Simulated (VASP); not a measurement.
# TiAl3 (I4/mmm) in VASP: settings compared

Aim: see how the results for TiAl3 move with the level of theory and the settings. Levels: LDA, PBE. Tasks: single point.

Everything below comes from runs of VASP 6.6.1. Logs are shortened: lines on timing, memory, paths and dates and some standing lists are left out, and cuts for length are marked.

**1. The cell of the first run**

Symmetry: I4/mmm, No. 139, tetragonal system. The conventional cell has a = 3.744 Å, b = 3.744 Å, c = 8.387 Å, α = 90.00°, β = 90.00°, γ = 90.00°. Within 3.5 Å of Ti (site symmetry 4/mmm) lie 12 Al at 2.65 to 2.81 Å. Al (site symmetry -4m2) has 8 Al at 2.65 to 2.81 Å and 4 Ti at 2.81 Å within 3.5 Å. Al (site symmetry 4/mmm) has 4 Ti at 2.65 Å and 8 Al at 2.81 Å within 3.5 Å.

**2. Single point, LDA**

INCAR

```
PREC = Accurate ; ENCUT = 520
EDIFF = 1E-6 ; ISMEAR = -1
SIGMA = 0.05 ; LREAL = F
LASPH = T ; NELM = 100
ALGO = Normal ; ISIF = 2
LWAVE = F ; LCHARG = T
GGA = CA ; LELF = T
LVHAR = T ; NBANDS = 18
```

KPOINTS

```
regular mesh
0
Gamma
  10 10 10
```

POSCAR

```
TiAl3
1.0
   -1.8720936454      1.8720936454      4.1932836873
    1.8720936454     -1.8720936454      4.1932836873
    1.8720936454      1.8720936454     -4.1932836873
Ti Al
1 3
Direct
    0.0000000000      0.0000000000      0.0000000000
    0.2500000000      0.7500000000      0.5000000000
    0.7500000000      0.2500000000      0.5000000000
    0.5000000000      0.5000000000      0.0000000000
```

Potentials or basis: VASP PAW LDA potentials, release 64 (Ti_sv, Al).

Started as:

```sh
cat potpaw_LDA.64/Ti_sv/POTCAR potpaw_LDA.64/Al/POTCAR > POTCAR
mpirun -np 1 vasp_std > vasp.out
```

OUTCAR:

```text
PREC = Accurate
   ENCUT = 520
   EDIFF = 1E-6
   ISMEAR = -1
   LREAL = F
   LASPH = T
   NELM = 100
   ISIF = 2
   GGA = CA

 ion  position               nearest neighbor table
   1  0.000  0.000  0.000-   4 2.65   4 2.65   4 2.65   4 2.65   3 2.81   2 2.81   3 2.81   2 2.81
                             3 2.81   3 2.81   2 2.81   2 2.81
   2  0.250  0.750  0.500-   3 2.65   3 2.65   3 2.65   3 2.65   4 2.81   1 2.81   4 2.81   4 2.81
                             1 2.81   1 2.81   4 2.81   1 2.81
   3  0.750  0.250  0.500-   2 2.65   2 2.65   2 2.65   2 2.65   4 2.81   1 2.81   4 2.81   1 2.81
                             4 2.81   4 2.81   1 2.81   1 2.81
   4  0.500  0.500  0.000-   1 2.65   1 2.65   1 2.65   1 2.65   3 2.81   2 2.81   3 2.81   3 2.81
                             2 2.81   2 2.81   3 2.81   2 2.81

  LATTYP: Found a body centered tetragonal cell.
 ALAT       =     3.7441872908
 C/A-ratio  =     2.2398899209

  Lattice vectors:

 A1 = (  -1.8720936454,   1.8720936454,   4.1932836873)
 A2 = (   1.8720936454,  -1.8720936454,   4.1932836873)
 A3 = (   1.8720936454,   1.8720936454,  -4.1932836873)

Analysis of symmetry for initial positions (statically):
=====================================================================
 Subroutine PRICEL returns:
 Original cell was already a primitive cell.

 Routine SETGRP: Setting up the symmetry group for a
 body centered tetragonal supercell.

 Subroutine GETGRP returns: Found 16 space group operations
 (whereof 16 operations were pure point group operations)
 out of a pool of 16 trial point group operations.

The static configuration has the point symmetry D_4h.

Analysis of symmetry for dynamics (positions and initial velocities):
=====================================================================
 Subroutine PRICEL returns:
 Original cell was already a primitive cell.

 Routine SETGRP: Setting up the symmetry group for a
 body centered tetragonal supercell.

 Subroutine GETGRP returns: Found 16 space group operations
 (whereof 16 operations were pure point group operations)
 out of a pool of 16 trial point group operations.

The dynamic configuration has the point symmetry D_4h.

 Subroutine INISYM returns: Found 16 space group operations
 (whereof 16 operations are pure point group operations),
 and found     1 'primitive' translations

----------------------------------------------------------------------------------------

                                     Primitive cell

  volume of cell :      58.7854

  direct lattice vectors                    reciprocal lattice vectors
    -1.872093645  1.872093645  4.193283687     0.000000000  0.267080657  0.119238296
     1.872093645 -1.872093645  4.193283687     0.267080657  0.000000000  0.119238296
     1.872093645  1.872093645 -4.193283687     0.267080657  0.267080657  0.000000000

  length of vectors
     4.959142801  4.959142801  4.959142801     0.292489057  0.292489057  0.377709087

  position of ions in fractional coordinates (direct lattice)
     0.000000000  0.000000000  0.000000000
     0.250000000  0.750000000  0.500000000
     0.750000000  0.250000000  0.500000000
     0.500000000  0.500000000  0.000000000

  ion indices of the primitive-cell ions
   primitive index   ion index
                 1           1
                 2           2
                 3           3
                 4           4

----------------------------------------------------------------------------------------

 KPOINTS: regular mesh

Automatic generation of k-mesh.
 Grid dimensions read from file:
 generate k-points for:   10   10   10

 Generating k-lattice:

  Cartesian coordinates                     Fractional coordinates (reciprocal lattice)
     0.000000000  0.026708066  0.011923830     0.100000000  0.000000000 -0.000000000
     0.026708066  0.000000000  0.011923830     0.000000000  0.100000000 -0.000000000
     0.026708066  0.026708066  0.000000000     0.000000000  0.000000000  0.100000000

  Length of vectors
     0.029248906  0.029248906  0.037770909

  Shift w.r.t. Gamma in fractional coordinates (k-lattice)
     0.000000000  0.000000000  0.000000000

 Subroutine IBZKPT returns following result:
 ===========================================

 Found    102 irreducible k-points:

 Following reciprocal coordinates:
            Coordinates               Weight
  0.000000  0.000000  0.000000      1.000000
  0.100000  0.000000 -0.000000      8.000000
  0.200000  0.000000 -0.000000      8.000000
  0.300000 -0.000000  0.000000      8.000000
  0.400000  0.000000  0.000000      8.000000
  0.500000  0.000000  0.000000      4.000000
[... 16 lines left out ...]
  0.300000  0.300000  0.000000      8.000000
  0.400000  0.300000  0.000000     16.000000
 [... further k-points ...]
   k-points           NKPTS =    102   k-points in BZ     NKDIM =    102   number of bands    NBANDS=     18
   number of dos      NEDOS =    301   number of ions     NIONS =      4
   total plane-waves  NPLWV =  64000
   dimension x,y,z NGX =    40 NGY =   40 NGZ =   40
   dimension x,y,z NGXF=    80 NGYF=   80 NGZF=   80
   ions per type =               1   3
   NGX,Y,Z   is equivalent  to a cutoff of  13.41, 13.41, 13.41 a.u.
   NGXF,Y,Z  is equivalent  to a cutoff of  26.82, 26.82, 26.82 a.u.
 SYSTEM =  unknown system
   PREC   = accura    normal or accurate (medium, high low for compatibility)
   ISTART =      0    job   : 0-new  1-cont  2-samecut
   ICHARG =      2    charge: 1-file 2-atom 10-const
   ISPIN  =      1    spin polarized calculation?
   LNONCOLLINEAR =      F non collinear calculations
   LSORBIT =      F    spin-orbit coupling
   LASPH  =      T    aspherical Exc in radial PAW
   ENCUT  =  520.0 eV  38.22 Ry    6.18 a.u.   9.22  9.22  9.22*2*pi/ulx,y,z
   NELM   =    100;   NELMIN=  2; NELMDL= -5     # of ELM steps
   EDIFF  = 0.1E-05   stopping-criterion for ELM
   LREAL  =      F    real-space projection
   EDIFFG = 0.1E-04   stopping-criterion for IOM
   NSW    =      0    number of steps for IOM
   IBRION =     -1    ionic relax: 0-MD 1-quasi-New 2-CG
   NFREE  =      0    steps in history (QN), initial steepest desc. (CG)
   ISIF   =      2    stress and relaxation
   ISYM   =      2    0-nonsym 1-usesym 2-fastsym
   POTIM  = 0.5000    time-step for ionic-motion
   TEBEG  =    0.0;   TEEND  =   0.0 temperature during run
   PSTRESS=    0.0 pullay stress
   NELECT =      21.0000    total number of electrons
   NUPDOWN=      -1.0000    fix difference up-down
   EMIN   =  10.00;   EMAX   =-10.00  energy-range for DOS
   EFERMI =   0.00;   METHOD = LEGACY
   ISMEAR =    -1;   SIGMA  =   0.05  broadening in eV -4-tet -1-fermi 0-gaus
   EFERMI_NEDOS =   21; number of points for ismear=-14 and -15
   IALGO  =     38    algorithm
   IMIX   =      4    mixing-type and parameters
     AMIX     =   0.40;   BMIX     =  1.00
     AMIX_MAG =   1.60;   BMIX_MAG =  1.00
  volume/ion in A,a.u.               =      14.70        99.18
  Fermi-wavevector in a.u.,A,eV,Ry     =   1.161604  2.195113 18.358669  1.349324
  Thomas-Fermi vector in A             =   2.298174
   LORBIT       =      0    0 simple, 1 ext, 2 COOP (PROOUT), +10 PAW based schemes
   GGA     = CA    functional components
   LHFCALC =     F    Hartree Fock is set to
   AEXX    =    0.0000 exact exchange contribution
   IVDW    =     0    specifies the selected vdW correction
   LEPSILON=     F    determine dielectric tensor
   LRPA    =     F    only Hartree local field effects (RPA)
 non-spin polarized calculation
  energy-cutoff  :      520.00
  volume of cell :       58.79
 maximum number of plane-waves:      1598
 NGX is ok and might be reduce to    40
   NGX = 19   NGY = 19   NGZ = 19

 number of electron      21.0000001 magnetization

 Free energy of the ion-electron system (eV)
  ---------------------------------------------------
  ext. energy  EPLUGINS =         0.00000000
  ---------------------------------------------------
  free energy    TOTEN  =       -22.77935830 eV

  energy without entropy =      -22.76638288  energy(sigma->0) =      -22.77287059

 E-fermi :   8.7636     XC(G=0): -11.2406

 val. band max:        8.7610227944   @ k =  -0.3000  -0.3000   0.2000
 cond. band min:       8.7771823786   @ k =   0.2000   0.0000  -0.0000
 fundamental gap:      0.0161595843
 Fermi energy:         8.7635705921

 k-point     1 :       0.0000    0.0000    0.0000
  band No.  band energies     occupation
      1     -46.7933      2.00000
      2     -23.5151      2.00000
      3     -23.5151      2.00000
      4     -23.4359      2.00000
      5      -1.6247      2.00000
      6       5.8502      2.00000
[... 10 lines left out ...]
     17      12.8809      0.00000
     18      12.9242      0.00000

 k-point     2 :       0.1000    0.0000   -0.0000
  band No.  band energies     occupation
      1     -46.7932      2.00000
      2     -23.5188      2.00000
      3     -23.5149      2.00000
      4     -23.4357      2.00000
      5      -1.4938      2.00000
      6       5.3753      2.00000
[... 10 lines left out ...]
     17      12.9537      0.00000
     18      13.5802      0.00000

 k-point     3 :       0.2000    0.0000   -0.0000
  band No.  band energies     occupation
      1     -46.7926      2.00000
      2     -23.5286      2.00000
      3     -23.5143      2.00000
      4     -23.4353      2.00000
      5      -1.1053      2.00000
      6       4.7714      2.00000
[... 10 lines left out ...]
     17      13.2041      0.00000
     18      14.7924      0.00000

 k-point     4 :       0.3000   -0.0000    0.0000
  band No.  band energies     occupation
      1     -46.7920      2.00000
      2     -23.5406      2.00000
      3     -23.5135      2.00000
      4     -23.4348      2.00000
      5      -0.4725      2.00000
      6       3.8430      2.00000
[... 375 lines left out ...]
      4     -23.4340      2.00000
      5      -0.7634      2.00000
      6       5.5890      2.00000
[... 10 lines left out ...]
     17      13.1613      0.00000
     18      15.0698      0.00000

 k-point    23 :       0.3000    0.3000    0.0000
  band No.  band energies     occupation
      1     -46.7907      2.00000
      2     -23.5383      2.00000
      3     -23.5372      2.00000
      4     -23.4333      2.00000
      5       0.9343      2.00000
      6       3.5430      2.00000
[... 10 lines left out ...]
     17      14.7984      0.00000
     18      15.2497      0.00000

 k-point    24 :       0.4000    0.3000    0.0000
  band No.  band energies     occupation
      1     -46.7903      2.00000
      2     -23.5469      2.00000
      3     -23.5366      2.00000
      4     -23.4323      2.00000
      5       1.7844      2.00000
      6       2.9284      2.00000
[... 10 lines left out ...]
     17      13.9802      0.00000
     18      15.1945      0.00000

 [... further k-points ...]

------------------------ aborting loop because EDIFF is reached ----------------------------------------

  FORCE on cell =-STRESS in cart. coord.  units (eV):
  Direction    XX          YY          ZZ          XY          YZ          ZX
  --------------------------------------------------------------------------------------
  -------------------------------------------------------------------------------------
  Total        1.3997977      1.3997977      1.4216467      0.0000000      0.0000000      0.0000000
  in kB       38.1510478     38.1510478     38.7465367      0.0000000      0.0000000      0.0000000
  external PRESSURE =      38.3495441 kB  Pullay stress =       0.0000000 kB

 VOLUME and BASIS-vectors are now :
 -----------------------------------------------------------------------------
  energy-cutoff  :      520.00
  volume of cell :       58.79
      direct lattice vectors                 reciprocal lattice vectors
    -1.872093645  1.872093645  4.193283687     0.000000000  0.267080657  0.119238296
     1.872093645 -1.872093645  4.193283687     0.267080657  0.000000000  0.119238296
     1.872093645  1.872093645 -4.193283687     0.267080657  0.267080657  0.000000000

 POSITION                                       TOTAL-FORCE (eV/Angst)
 -----------------------------------------------------------------------------------
      0.00000      0.00000      0.00000        -0.000000     -0.000000      0.000000
      1.87209     -0.00000      2.09664         0.000000      0.000000     -0.000000
     -0.00000      1.87209      2.09664         0.000000      0.000000      0.000000
      0.00000      0.00000      4.19328        -0.000000     -0.000000      0.000000
 -----------------------------------------------------------------------------------
    total drift:                               -0.000000     -0.000000     -0.000000

  FREE ENERGIE OF THE ION-ELECTRON SYSTEM (eV)
  ---------------------------------------------------
  free  energy   TOTEN  =       -22.7793582993 eV

  energy  without entropy=      -22.7663828773  energy(sigma->0) =      -22.77287059
```

Wall time 75 s (1 thread of Intel Xeon 6975P-C (Granite Rapids), shared host); peak memory 0.26 GiB.

What came out:

```yaml
Free_energy: -22.7794 eV
Pressure: 3.8 GPa
```

Levels at points of the mesh, in eV from the Fermi level:
| k point | band 7 | band 8 | band 9 | band 10 | band 11 | band 12 | band 13 | band 14 | band 15 | band 16 |
| --- | --- | --- | --- | --- | --- | --- | --- | --- | --- | --- |
| (0.00, 0.00, 0.00) | -2.65 | -1.53 | -1.28 | -1.28 | 0.89 | 1.92 | 1.92 | 2.33 | 2.82 | 4.12 |
| (0.50, 0.00, 0.00) | -3.73 | -2.90 | -1.10 | -0.30 | 0.53 | 1.94 | 2.22 | 2.92 | 3.34 | 4.82 |
| (0.50, 0.50, 0.00) | -4.47 | -3.87 | -2.68 | -2.22 | -1.05 | 1.92 | 2.07 | 2.86 | 3.07 | 3.50 |
| (0.50, 0.50, 0.50) | -2.11 | -0.86 | -0.86 | -0.25 | 0.73 | 0.73 | 1.02 | 3.22 | 5.24 | 6.43 |

**3. Single point, LDA**

This run uses another cell than the first one, of 15.01 Å³/atom, 1.021 times its volume.

INCAR

```
PREC = Accurate
ENCUT = 520
EDIFF = 1E-6
ISMEAR = -1
SIGMA = 0.05
LREAL = F
LASPH = T
NELM = 100
ALGO = Normal
ISIF = 2
LWAVE = F
LCHARG = F
GGA = CA
NBANDS = 18
```

KPOINTS

```
Automatic mesh
0
Gamma
  10 10 10
```

POSCAR

```
TiAl3
1.0
   -1.8852778379      1.8852778379      4.2228148271
    1.8852778379     -1.8852778379      4.2228148271
    1.8852778379      1.8852778379     -4.2228148271
Ti Al
1 3
Direct
    0.0000000000      0.0000000000      0.0000000000
    0.2500000000      0.7500000000      0.5000000000
    0.7500000000      0.2500000000      0.5000000000
    0.5000000000      0.5000000000      0.0000000000
```

Potentials or basis: VASP PAW LDA potentials, release 64 (Ti_sv, Al).

Started as:

```sh
cat potpaw_LDA.64/Ti_sv/POTCAR potpaw_LDA.64/Al/POTCAR > POTCAR
mpirun -np 1 vasp_std > vasp.out
```

Run time: 79 s. Hardware: 1 thread of Intel Xeon 6975P-C (Granite Rapids), shared host; peak memory 0.26 GiB.

It converged, with:

* Free energy: -22.7994 eV
* Pressure: 1.2 GPa

Stress tensor (GPa, compression positive):
```
1.10 0.00 0.00
0.00 1.10 0.00
0.00 0.00 1.27
```

Levels at points of the mesh, in eV from the Fermi level:
```tsv
k point	band 7	band 8	band 9	band 10	band 11	band 12	band 13	band 14	band 15	band 16
(0.00, 0.00, 0.00)	-2.63	-1.49	-1.26	-1.26	0.87	1.88	1.88	2.33	2.68	4.01
(0.50, 0.00, 0.00)	-3.68	-2.91	-1.08	-0.28	0.52	1.88	2.19	2.85	3.30	4.71
(0.50, 0.50, 0.00)	-4.44	-3.81	-2.67	-2.20	-1.03	1.87	2.01	2.82	3.00	3.39
(0.50, 0.50, 0.50)	-2.07	-0.87	-0.87	-0.24	0.72	0.72	1.00	3.18	5.05	6.32
```

(Part 1 of 2 ends here.)
